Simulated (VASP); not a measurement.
Crystal: In.

```
In
1.0
     3.33548    0.00000    0.00000
    -1.66774    2.88861    0.00000
     0.00000    0.00000    5.50914
In
2
Direct
  0.66667 0.33333 0.75000
  0.33333 0.66667 0.25000
```

* Program: VASP 6.6.1
* Task: relaxation of cell and atoms
* Functional: RPBE
* Dispersion: D3(BJ)
* Potentials or basis: VASP PAW PBE potentials, release 64 (In_d)
* Cutoff: 600 eV
* k mesh: 9 × 9 × 5
* Occupations: fermi-dirac, width 0.05 eV
* Spin: no spin polarisation

At the start: pressure -14.9 GPa; volume 26.54 Å³/atom.

Problem. How do energy, volume and symmetry change on relaxing?

Solution. Over 8 steps the energy falls by 390.8 meV/atom and the volume is 20.21 Å³/atom (-23.9 %); space group P6_3/mmc (No. 194, to 0.05 Å).

Step by step:
| step | energy change (eV) | largest force (eV/Å) | pressure (GPa) | volume (Å³) |
| --- | --- | --- | --- | --- |
| 1 | 0.0000 | 0.0000 | -14.86 | 53.08 |
| 2 | -0.6073 | 0.0000 | 14.88 | 36.33 |
| 3 | -0.7785 | 0.0000 | -0.11 | 40.49 |
| 4 | -0.7783 | 0.0000 | 0.50 | 40.26 |
| 5 | -0.7801 | 0.0000 | 0.63 | 40.20 |
| 6 | -0.7812 | 0.0000 | 0.65 | 40.22 |
| 7 | -0.7811 | 0.0000 | -0.56 | 40.64 |
| 8 | -0.7815 | 0.0000 | 0.04 | 40.42 |

Final structure:
```
In
1.0
     3.06145    0.00000    0.00000
    -1.53073    2.65130    0.00000
     0.00000    0.00000    4.97951
In
2
Direct
  0.66667 0.33333 0.75000
  0.33333 0.66667 0.25000
```

Caveat: the volume moved by over 15 % at a fixed basis, so the end points are rough; the PAW data sets were made with another functional, which shifts forces and pressure a little; pairwise dispersion overbinds metals, which lowers pressure and volume.
